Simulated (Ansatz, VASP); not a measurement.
One calculation of BaS, two programs

The input INCAR:

```
SYSTEM = BaS
ALGO     = Normal         ! electronic algorithm
EDIFF    = 1E-7           ! SCF threshold, eV
ENCUT    = 520            ! plane-wave cutoff, eV
GGA      = PE             ! functional
ISIF     = 2              ! what is computed and relaxed
ISMEAR   = 0              ! smearing method
LASPH    = .True.         ! aspherical terms in the spheres
LCHARG   = .False.        ! write CHGCAR
LREAL    = .False.        ! projectors in reciprocal space
LWAVE    = .False.        ! write WAVECAR
NBANDS   = 15             ! bands
NELM     = 60             ! most SCF steps
PREC     = Accurate       ! precision mode
SIGMA    = 0.01           ! smearing width, eV
```

File KPOINTS:

```
k-points
0
Gamma
  6 6 6
  0 0 0
```

POSCAR

```
BaS
1.0
    3.7629848025      0.0000000000      0.0000000000
    0.0000000000      3.7629848025      0.0000000000
    0.0000000000      0.0000000000      3.7629848025
Ba S
1 1
Direct
    0.0000000000      0.0000000000      0.0000000000
    0.5000000000      0.5000000000      0.5000000000
```

Input for Ansatz:

```yaml
crystal:
  lattice:
    - [3.7629848025, 0.0, 0.0]
    - [0.0, 3.7629848025, 0.0]
    - [0.0, 0.0, 3.7629848025]
  atoms:
    - { symbol: Ba, position: [0.0, 0.0, 0.0] }
    - { symbol: S, position: [0.5, 0.5, 0.5] }
kpoints:
  mp_grid: { grid: [6, 6, 6] }
hamiltonian:
  xc: pbe
scf:
  occupations: { method: fixed }
  n_extra_bands: 4
output:
  forces: true
  stress: true
  eigenvalues: true
```

Alike in both runs: task single point; functional PBE; k mesh 6 × 6 × 6; no spin polarisation.

|  | VASP | Ansatz |
| --- | --- | --- |
| version | VASP 6.6.1 | Ansatz 0.2.0 |
| potentials or method | VASP PAW PBE potentials, release 64 (Ba_sv, S) | plane waves, PAW |
| plane-wave cutoff (eV) | 520 | 420 |
| occupations | gaussian, width 0.01 eV | fixed |
| valence electrons in the cell | 16 | 16 |

```tsv
	VASP	Ansatz	Ansatz less VASP
gap on the k mesh at the Fermi level (eV)	1.34	1.48	+0.147
pressure (GPa)	4.4	3.2	-1.19
```

Spin-orbit coupling is off throughout.
